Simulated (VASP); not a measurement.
# Mn (P-1) in VASP: single point with PBE

Aim: the single point of Mn with PBE.

All numbers are computed with VASP 6.6.1; they aren't measurements. Logs are shortened: lines on timing, memory, paths and dates and some standing lists are left out, and cuts for length are marked.

### Step 1. The cell of the first run

The typed cell holds 1 atom: a = 2.226 Å, b = 2.307 Å, c = 2.431 Å, α = 117.77°, β = 107.79°, γ = 99.51°.

### Step 2. Single point, PBE, collinear spin, ferromagnetic start

Contents of INCAR:

```
  ALGO = Normal
  EDIFF = 1E-6
  ENCUT = 500
  GGA = PE
  GGA_COMPAT = F
  ISIF = 2
  ISMEAR = -5
  ISPIN = 2
  LASPH = T
  LCHARG = F
  LMAXMIX = 4
  LORBIT = 11
  LREAL = F
  LWAVE = F
  MAGMOM = 0.76
  NBANDS = 16
  NELM = 200
  PREC = Accurate
  SIGMA = 0.1
```

Contents of KPOINTS:

```
k-points
0
Gamma
  5 5 5
```

Contents of POSCAR:

```
Mn
1.0
   -1.1264492280      1.2808536932      1.4299452396
    1.1660188085     -1.3104865137      1.4991476406
    1.2797571574      1.4637944431     -1.4595780601
Mn
1
Direct
    0.0000000000      0.0000000000      0.0000000000
```

Potentials or basis: VASP PAW PBE potentials, release 64 (Mn_pv).

Launch:

```
$ cat potpaw_PBE.64/Mn_pv/POTCAR > POTCAR
$ mpirun -np 1 vasp_std > vasp.out
```

OUTCAR:

```text
EDIFF = 1E-6
   ENCUT = 500
   GGA = PE
   ISIF = 2
   ISMEAR = -5
   ISPIN = 2
   LASPH = T
   LORBIT = 11
   LREAL = F
   NELM = 200
   PREC = Accurate

 ion  position               nearest neighbor table
   1  0.000  0.000  0.000-

  LATTYP: Found a triclinic cell.
 ALAT       =     2.2258071423
 B/A-ratio  =     1.7867025773
 C/A-ratio  =     1.0922878294
 COS(alpha) =     0.0011302115
 COS(beta)  =     0.3056107557
 COS(gamma) =     0.8367125925

  Lattice vectors:

 A1 = (   1.1264492280,  -1.2808536932,  -1.4299452396)
 A2 = (  -0.1928775099,  -2.7150153158,  -2.8994600597)
 A3 = (   1.2797571574,   1.4637944431,  -1.4595780601)

Analysis of symmetry for initial positions (statically):
=====================================================================
 Subroutine PRICEL returns:
 Original cell was already a primitive cell.

 Routine SETGRP: Setting up the symmetry group for a
 triclinic supercell.

 Subroutine GETGRP returns: Found  2 space group operations
 (whereof  2 operations were pure point group operations)
 out of a pool of  2 trial point group operations.

The static configuration has the point symmetry S_2 .

Analysis of symmetry for dynamics (positions and initial velocities):
=====================================================================
 Subroutine PRICEL returns:
 Original cell was already a primitive cell.

 Routine SETGRP: Setting up the symmetry group for a
 triclinic supercell.

 Subroutine GETGRP returns: Found  2 space group operations
 (whereof  2 operations were pure point group operations)
 out of a pool of  2 trial point group operations.

The dynamic configuration has the point symmetry S_2 .

Analysis of structural, dynamic, and magnetic symmetry:
=====================================================================
 Subroutine PRICEL returns:
 Original cell was already a primitive cell.

 Routine SETGRP: Setting up the symmetry group for a
 triclinic supercell.

 Subroutine GETGRP returns: Found  2 space group operations
 (whereof  2 operations were pure point group operations)
 out of a pool of  2 trial point group operations.

The overall configuration has the point symmetry S_2 .

 Subroutine INISYM returns: Found  2 space group operations
 (whereof  2 operations are pure point group operations),
 and found     1 'primitive' translations

----------------------------------------------------------------------------------------

                                     Primitive cell

  volume of cell :       9.7934

  direct lattice vectors                    reciprocal lattice vectors
    -1.126449228  1.280853693  1.429945240    -0.028762977  0.369682599  0.345531166
     1.166018809 -1.310486514  1.499147641     0.404625756 -0.018976305  0.335744494
     1.279757157  1.463794443 -1.459578060     0.387416255  0.342686426 -0.001766804

  length of vectors
     2.225807142  2.307470133  2.431222052     0.506837567  0.526124004  0.517231537

  position of ions in fractional coordinates (direct lattice)
     0.000000000  0.000000000  0.000000000

  ion indices of the primitive-cell ions
   primitive index   ion index
                 1           1

----------------------------------------------------------------------------------------

 KPOINTS: k-points

Automatic generation of k-mesh.
 Grid dimensions read from file:
 generate k-points for:    5    5    5

 Generating k-lattice:

  Cartesian coordinates                     Fractional coordinates (reciprocal lattice)
    -0.005752595  0.073936520  0.069106233     0.200000000 -0.000000000  0.000000000
     0.080925151 -0.003795261  0.067148899     0.000000000  0.200000000 -0.000000000
     0.077483251  0.068537285 -0.000353361     0.000000000 -0.000000000  0.200000000

  Length of vectors
     0.101367513  0.105224801  0.103446307

  Shift w.r.t. Gamma in fractional coordinates (k-lattice)
     0.000000000  0.000000000  0.000000000

 TETIRR: Found    372 inequivalent tetrahedra from      750

 Subroutine IBZKPT returns following result:
 ===========================================

 Found     63 irreducible k-points:

 Following reciprocal coordinates:
            Coordinates               Weight
  0.000000  0.000000  0.000000      1.000000
  0.200000  0.000000 -0.000000      2.000000
  0.400000 -0.000000 -0.000000      2.000000
 -0.000000  0.200000 -0.000000      2.000000
  0.200000  0.200000 -0.000000      2.000000
  0.400000  0.200000 -0.000000      2.000000
[... 16 lines left out ...]
 -0.200000  0.200000  0.200000      2.000000
  0.000000  0.400000  0.200000      2.000000
 [... further k-points ...]
   k-points           NKPTS =     63   k-points in BZ     NKDIM =     63   number of bands    NBANDS=     16
   number of dos      NEDOS =    301   number of ions     NIONS =      1
   total plane-waves  NPLWV =   5184
   dimension x,y,z NGX =    16 NGY =   18 NGZ =   18
   dimension x,y,z NGXF=    32 NGYF=   36 NGZF=   36
   ions per type =               1
   NGX,Y,Z   is equivalent  to a cutoff of  11.95, 12.97, 12.31 a.u.
   NGXF,Y,Z  is equivalent  to a cutoff of  23.90, 25.94, 24.62 a.u.
 SYSTEM =  unknown system
   PREC   = accura    normal or accurate (medium, high low for compatibility)
   ISTART =      0    job   : 0-new  1-cont  2-samecut
   ICHARG =      2    charge: 1-file 2-atom 10-const
   ISPIN  =      2    spin polarized calculation?
   LNONCOLLINEAR =      F non collinear calculations
   LSORBIT =      F    spin-orbit coupling
   LASPH  =      T    aspherical Exc in radial PAW
   ENCUT  =  500.0 eV  36.75 Ry    6.06 a.u.   4.06  4.21  4.43*2*pi/ulx,y,z
   NELM   =    200;   NELMIN=  2; NELMDL= -5     # of ELM steps
   EDIFF  = 0.1E-05   stopping-criterion for ELM
   LREAL  =      F    real-space projection
   EDIFFG = 0.1E-04   stopping-criterion for IOM
   NSW    =      0    number of steps for IOM
   IBRION =     -1    ionic relax: 0-MD 1-quasi-New 2-CG
   NFREE  =      0    steps in history (QN), initial steepest desc. (CG)
   ISIF   =      2    stress and relaxation
   ISYM   =      2    0-nonsym 1-usesym 2-fastsym
   POTIM  = 0.5000    time-step for ionic-motion
   TEBEG  =    0.0;   TEEND  =   0.0 temperature during run
   PSTRESS=    0.0 pullay stress
   NELECT =      13.0000    total number of electrons
   NUPDOWN=      -1.0000    fix difference up-down
   EMIN   =  10.00;   EMAX   =-10.00  energy-range for DOS
   EFERMI =   0.00;   METHOD = LEGACY
   ISMEAR =    -5;   SIGMA  =   0.10  broadening in eV -4-tet -1-fermi 0-gaus
   EFERMI_NEDOS =   21; number of points for ismear=-14 and -15
   IALGO  =     38    algorithm
   IMIX   =      4    mixing-type and parameters
     AMIX     =   0.40;   BMIX     =  1.00
     AMIX_MAG =   1.60;   BMIX_MAG =  1.00
  volume/ion in A,a.u.               =       9.79        66.09
  Fermi-wavevector in a.u.,A,eV,Ry     =   1.799196  3.399987 44.043506  3.237106
  Thomas-Fermi vector in A             =   2.860178
   LORBIT       =     11    0 simple, 1 ext, 2 COOP (PROOUT), +10 PAW based schemes
   GGA     = PE    functional components
   LHFCALC =     F    Hartree Fock is set to
   AEXX    =    0.0000 exact exchange contribution
   IVDW    =     0    specifies the selected vdW correction
   LEPSILON=     F    determine dielectric tensor
   LRPA    =     F    only Hartree local field effects (RPA)
 spin polarized calculation
 Fermi weights with tetrahedron method with Bloechl corrections
  energy-cutoff  :      500.00
  volume of cell :        9.79
 maximum number of plane-waves:       256
   NGX =  9   NGY =  9   NGZ =  9

 number of electron      12.9999999 magnetization       0.5612245

 Free energy of the ion-electron system (eV)
  ---------------------------------------------------
  ext. energy  EPLUGINS =         0.00000000
  ---------------------------------------------------
  free energy    TOTEN  =        -8.65483298 eV

  energy without entropy =       -8.65483298  energy(sigma->0) =       -8.65483298

 E-fermi :  12.1056     XC(G=0): -14.5801

 val. band max:       12.7184987407   @ k =  -0.4000  -0.4000   0.4000
 cond. band min:      11.5026705639   @ k =  -0.2000   0.2000   0.2000
 fundamental gap:     -1.2158281768
 Fermi energy:        12.1055542980

 spin component 1

 k-point     1 :       0.0000    0.0000    0.0000
  band No.  band energies     occupation
      1     -36.0649      1.00000
      2     -35.9848      1.00000
      3     -35.8638      1.00000
      4       3.1280      1.00000
      5       9.1438      1.00000
      6      10.6148      1.00000
[... 8 lines left out ...]
     15      45.3594      0.00000
     16      46.5914      0.00000
[... 419 lines left out ...]
 k-point    24 :       0.0000    0.4000    0.2000
  band No.  band energies     occupation
      1     -36.8665      1.00000
      2     -36.4725      1.00000
      3     -35.9815      1.00000
      4       7.4775      1.00000
      5       8.3822      1.00000
      6      10.4945      1.00000
[... 8 lines left out ...]
     15      44.8947      0.00000
     16      48.7804      0.00000

 [... further k-points ...]

 spin component 2

 k-point     1 :       0.0000    0.0000    0.0000
  band No.  band energies     occupation
      1     -35.4712      1.00000
      2     -35.3500      1.00000
      3     -35.2343      1.00000
      4       3.2546      1.00000
      5       9.4609      1.00000
      6      11.1142      1.00000
[... 8 lines left out ...]
     15      45.4823      0.00000
     16      46.7783      0.00000
[... 419 lines left out ...]
 k-point    24 :       0.0000    0.4000    0.2000
  band No.  band energies     occupation
      1     -36.2503      1.00000
      2     -35.8856      1.00000
      3     -35.3539      1.00000
      4       7.8060      1.00000
      5       8.7672      1.00000
      6      10.8189      1.00000
[... 8 lines left out ...]
     15      45.0530      0.00000
     16      48.9955      0.00000

 [... further k-points ...]

------------------------ aborting loop because EDIFF is reached ----------------------------------------

  FORCE on cell =-STRESS in cart. coord.  units (eV):
  Direction    XX          YY          ZZ          XY          YZ          ZX
  --------------------------------------------------------------------------------------
  -------------------------------------------------------------------------------------
  Total        3.3547285      1.4497237      2.2397796     -0.5201079      0.2944237     -0.0726537
  in kB      548.8271201    237.1720084    366.4236309    -85.0886492     48.1671460    -11.8860128
  external PRESSURE =     384.1409198 kB  Pullay stress =       0.0000000 kB

 VOLUME and BASIS-vectors are now :
 -----------------------------------------------------------------------------
  energy-cutoff  :      500.00
  volume of cell :        9.79
      direct lattice vectors                 reciprocal lattice vectors
    -1.126449228  1.280853693  1.429945240    -0.028762977  0.369682599  0.345531166
     1.166018809 -1.310486514  1.499147641     0.404625756 -0.018976305  0.335744494
     1.279757157  1.463794443 -1.459578060     0.387416255  0.342686426 -0.001766804

 POSITION                                       TOTAL-FORCE (eV/Angst)
 -----------------------------------------------------------------------------------
      0.00000      0.00000      0.00000         0.000000      0.000000      0.000000
 -----------------------------------------------------------------------------------
    total drift:                                0.000000      0.000000      0.000000

  FREE ENERGIE OF THE ION-ELECTRON SYSTEM (eV)
  ---------------------------------------------------
  free  energy   TOTEN  =        -8.6548329809 eV

  energy  without entropy=       -8.6548329809  energy(sigma->0) =       -8.65483298

 total charge

# of ion       s       p       d       tot
------------------------------------------
    1        0.464   6.477   5.263  12.204

 magnetization (x)

# of ion       s       p       d       tot
------------------------------------------
    1       -0.001  -0.001   0.555   0.552
```

Wall time 20 s (1 thread of Intel Xeon 6975P-C (Granite Rapids), shared host); peak memory 0.13 GiB.

Results:

```
Free energy                                           : -8.6548 eV
Pressure                                              : 38.4 GPa
Net moment                                            : 0.56 μB per cell
Site moments                                          : Mn +0.55 μB
Valence electrons inside the program's atomic spheres : Mn 12.20
```

Caveat: the k points lie up to 0.65 Å⁻¹ apart; tetrahedron occupations give inexact forces and stress in metals.
